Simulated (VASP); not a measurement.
## SnO2: relaxation of cell and atoms with PBE+D3(BJ)

Crystal: SnO2.

```
CELL_PARAMETERS angstrom
1.80231 1.04056 5.48762
-1.80231 1.04056 5.48762
0.00000 -2.08113 5.48762
ATOMIC_POSITIONS crystal
Sn 0.20010 0.20010 0.20010
O 0.49187 0.49187 0.49187
O 0.33333 0.33333 0.33333
```

- Program: VASP 6.6.1
- Task: relaxation of cell and atoms
- Functional: PBE
- Dispersion: D3(BJ)
- Potentials or basis: VASP PAW PBE potentials, release 64 (Sn_d, O)
- Cutoff: 600 eV
- k mesh: 6 × 6 × 6
- Occupations: gaussian, width 0.1 eV
- Spin: no spin polarisation
- Dipole correction: no
- Further INCAR settings: ALGO = Normal; EDIFF = 1e-06; IBRION = 2; EDIFFG = -0.04; NSW = 90; ISIF = 3

```
Relaxed volume                        : 18.01 Å³/atom
Relaxed cell                          : a = 5.557 Å, b = 5.557 Å, c = 5.557 Å, α = 36.38°, β = 36.38°, γ = 36.38°
Space group after relaxing (to 0.1 Å) : R3m (No. 160)
Energy gained by relaxing             : 282.4 meV/atom
Ionic steps                           : 18
Pressure after relaxing               : 0.0 GPa
Largest force after relaxing          : 0.039 eV/Å
Band gap on the k mesh                : zero (bands 13 and 14 overlap by 0.04 eV)
Dispersion energy per atom            : -0.148 eV
```

Forces in eV/Å, atoms in the order of the input:
```
Sn   0.000  0.000 -0.025
O    0.000  0.000 -0.014
O    0.000  0.000  0.039
```

Stress tensor (GPa, compression positive):
```
-0.11  0.00  0.00
 0.00 -0.11  0.00
 0.00  0.00  0.09
```

The path:
```tsv
step	energy change (eV)	largest force (eV/Å)	pressure (GPa)	volume (Å³)
1	0.0000	3.4506	-10.69	61.75
2	0.2224	10.7508	20.46	50.07
3	-0.4526	2.9510	-8.71	58.42
4	-0.7100	1.9803	-6.17	56.41
5	-0.7884	1.6133	1.53	53.39
6	-0.8199	0.4111	-2.44	54.63
7	-0.8225	0.2979	-1.76	54.38
8	-0.8221	0.3745	-1.32	54.24
9	-0.8376	0.2513	1.15	52.55
10	-0.8396	0.0906	0.45	52.97
11	-0.8420	0.1726	0.07	53.26
12	-0.8436	0.2829	-0.45	53.67
13	-0.8446	0.2146	-0.39	53.72
14	-0.8463	0.0163	-0.17	53.88
15	-0.8464	0.0725	-0.12	53.93
16	-0.8467	0.0609	-0.09	53.95
17	-0.8471	0.0406	-0.01	54.02
18	-0.8471	0.0390	-0.04	54.03
```

Final structure:
```
Sn O
1.0
     1.73470    1.00153    5.18311
    -1.73470    1.00153    5.18311
     0.00000   -2.00306    5.18311
Sn O
1 2
Direct
  0.20570 0.20570 0.20570
  0.49382 0.49382 0.49382
  0.32578 0.32578 0.32578
```

Levels at points of the mesh, in eV from the Fermi level:
```csv
k point,band 11,band 12,band 13,band 14,band 15,band 16
"(0.00, 0.00, 0.00)",-2.16,-0.77,-0.06,-0.06,5.71,7.57
"(0.50, 0.00, 0.00)",-1.88,-1.25,-0.27,1.66,3.65,7.36
"(0.50, 0.50, 0.00)",-2.59,-1.35,-0.20,2.06,3.56,7.20
"(0.50, 0.50, 0.50)",-3.05,-0.30,-0.02,-0.02,4.85,7.53
```

It took 15 min on 1 thread of Intel(R) Xeon(R) Platinum 8488C (Sapphire Rapids), with other jobs on the host, peak memory 0.4 GiB.

Caveat: semilocal functionals underestimate gaps, and a narrow one can read as zero; spin-orbit coupling is left out, which moves the levels of the heavy elements.
